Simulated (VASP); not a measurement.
Runs of VASP 6.6.1 on ZrInS3. The structure is that of space group Pm-3m (No. 221), or close to it. The cells are those of the table. The cell was generated, and may not be a known phase.

| task | spin | cell | k mesh | cutoff (eV) | gap on the mesh (eV) | pressure (GPa) | moment (μB) |
| --- | --- | --- | --- | --- | --- | --- | --- |
| single point | off | a = 5.189 Å, 5 atoms | 4 × 4 × 4 | 520 | none | (a) | - |
| single point | collinear | a = 4.900 Å, 5 atoms | 8 × 8 × 8 | 520 | none | -0.1 | 0.89 |
| relaxation of cell and atoms | off | relaxed from a = 5.189 Å, 5 atoms | 4 × 4 × 4 | 600 | - | 0.0 | - |
| single point | collinear | a = 4.888 Å, 5 atoms | 4 × 4 × 4 | 520 | none | 0.4 | 0.97 |
| single point | off | a = 4.888 Å, 5 atoms | 4 × 4 × 4 | 520 | none | -0.1 | - |

Alike in all rows: level PBE; potentials or basis VASP PAW PBE potentials, release 64 (Zr_sv, In_d, S); smearing gaussian 0.1 eV.

**Question.** Fill in the values left out.

**Answer.** (a) -8.6.

Caveats: spin-orbit coupling is left out, which moves the levels of the heavy elements; an odd number of electrons without spin polarisation forces a metal (at least some runs); a magnetic or distorted state may lie lower (at least some runs); the cell stands under tension (at least some runs); the highest band is partly filled, so the run has too few bands (at least some runs).

A k mesh can miss the band edges, and the runs leave out spin-orbit coupling on In, Zr.

A gap of «none» marks levels without a gap at the run's occupations.
